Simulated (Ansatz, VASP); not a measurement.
Sc: VASP beside Ansatz

INCAR

```
PREC = Accurate
ENCUT = 600
EDIFF = 1E-6
ISMEAR = 0
SIGMA = 0.1
LREAL = False
LASPH = True
NELM = 60
ALGO = Fast
ISIF = 3
LWAVE = False
LCHARG = False
GGA = PE
IBRION = 2
NSW = 100
EDIFFG = -0.01
```

KPOINTS

```
Automatic mesh
0
Gamma
  22 22 22
```

POSCAR

```
Sc
1.0
   -1.8605045228      1.8605045228      1.7896879303
    1.8605045228     -1.8605045228      1.7896879303
    1.8605045228      1.8605045228     -1.7896879303
Sc
1
Direct
    0.0000000000      0.0000000000      0.0000000000
```

Input for Ansatz:

```yaml
crystal:
  lattice:
    - [-1.8605045228, 1.8605045228, 1.7896879303]
    - [1.8605045228, -1.8605045228, 1.7896879303]
    - [1.8605045228, 1.8605045228, -1.7896879303]
  atoms:
    - { symbol: Sc, position: [0.0, 0.0, 0.0] }
basis:
  ecutwfc: 420
kpoints:
  mp_grid: { grid: [22, 22, 22] }
hamiltonian:
  xc: pbe
scf:
  occupations: { method: gaussian, width: 0.1 }
output:
  forces: true
  stress: true
  eigenvalues: true
relax:
  adjacent_minimum: "off"
  f_tol: 0.01
  max_steps: 80
  cell: { stress_tol: 0.05 }
```

Alike in both runs: task relaxation of cell and atoms; functional PBE; k mesh 22 × 22 × 22; occupations gaussian, width 0.1 eV; no spin polarisation.

|  | VASP | Ansatz |
| --- | --- | --- |
| version | VASP 6.6.1 | Ansatz 0.2.0 |
| potentials or method | VASP PAW PBE potentials, release 64 (Sc_sv), cutoff 600 eV | scalar-relativistic, plane waves, PAW |
| valence electrons in the cell | 11 | 11 |

|  | VASP | Ansatz | Ansatz less VASP |
| --- | --- | --- | --- |
| gap on the k mesh at the Fermi level, each at its own relaxed structure (eV) | none | none | - |
| relaxed volume (Å³/atom) | 24.88 | 24.86 | -0.029 |
| relaxed length of the cell vector where the two differ most in proportion (Å) | 3.186 | 3.184 | -0.0013 |

A gap of «none» marks a metal or a gap that the smearing closes.
